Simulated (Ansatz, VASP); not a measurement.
# Two plane-wave programs on NiB3Au

```
Ni B Au
1.0
     3.55923    0.00000    0.00000
     0.00000    3.55923    0.00000
     0.00000    0.00000    3.55923
Ni B Au
1 3 1
Direct
  0.00000 0.00000 0.00000
  0.00000 0.50000 0.50000
  0.50000 0.00000 0.50000
  0.50000 0.50000 0.00000
  0.50000 0.50000 0.50000
```

Alike in both runs: task relaxation of cell and atoms; functional r2SCAN; k mesh 6 × 6 × 6; occupations gaussian, width 0.1 eV; no spin polarisation.

|  | VASP | Ansatz |
| --- | --- | --- |
| version | VASP 6.6.1 | Ansatz 0.2.0 |
| potentials or method | VASP PAW PBE potentials, release 64 (Ni, B, Au), cutoff 660 eV | scalar-relativistic, plane waves, PAW |
| valence electrons in the cell | 30 | 46 |

Ansatz gave:

* gap on the k mesh at the Fermi level, each at its own relaxed structure (eV): none
* relaxed volume (Å³/atom): 13.86
* relaxed length of the cell vector where the two differ most in proportion (Å): 4.107

**Question.** What did VASP give for the same quantities?

**Answer.** gap on the k mesh at the Fermi level, each at its own relaxed structure (eV): none; relaxed volume (Å³/atom): 13.86; relaxed length of the cell vector where the two differ most in proportion (Å): 4.108.

VASP's potentials were made for PBE, not for r2SCAN. A gap of «none» marks a metal or a gap that the smearing closes. VASP's potentials hold 30 valence electrons a cell and Ansatz's 46, so a difference there can come from the potentials and not from the codes.

Spin-orbit coupling is off throughout. Noted on VASP's run: the volume moved by over 15 % at a fixed basis, so the end points are rough.
